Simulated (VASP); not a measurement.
Runs of VASP 6.6.1 on SnSe2. The structure is that of space group P-3m1 (No. 164), or close to it. The cells are those of the table. 

```csv
cell,gap on the mesh (eV),pressure (GPa),largest force (eV/Å)
"a = 3.697, b = 3.697, c = 6.045 Å, angles 90.0, 90.0, 120.0°, 3 atoms",0.85,(a),1.51
"a = 3.697, b = 3.697, c = 6.137 Å, angles 90.0, 90.0, 120.0°, 3 atoms",0.78,11.1,(d)
"a = 3.754, b = 3.754, c = 6.045 Å, angles 90.0, 90.0, 120.0°, 3 atoms",0.76,9.4,(c)
"a = 3.697, b = 3.697, c = 6.321 Å, angles 90.0, 90.0, 120.0°, 3 atoms",0.63,8.2,0.72
"a = 3.697, b = 3.697, c = 6.229 Å, angles 90.0, 90.0, 120.0°, 3 atoms",0.71,9.6,(b)
"a = 3.697, b = 3.697, c = 5.953 Å, angles 90.0, 90.0, 120.0°, 3 atoms",0.81,14.5,1.78
"a = 3.754, b = 3.754, c = 5.953 Å, angles 90.0, 90.0, 120.0°, 3 atoms",0.70,11.0,1.47
```

Alike in all rows: task single point; level PBE; potentials or basis VASP PAW PBE potentials, release 64 (Sn_d, Se); no spin polarisation; k mesh 12 × 12 × 6; cutoff (eV) 520; smearing gaussian 0.05 eV.

Fill in the values left out.

(a) 12.7; (b) 0.98; (c) 1.22; (d) 1.24.

Caveats: spin-orbit coupling is left out, which moves the levels of the heavy elements; this functional lacks dispersion, which binds the layers, so the pressure and a relaxed spacing across them are unreliable; forces of over 1 eV/Å act on the atoms, so gaps and moduli don't describe the material at rest (some runs).

A k mesh can miss the band edges, and the runs leave out spin-orbit coupling on Se, Sn.
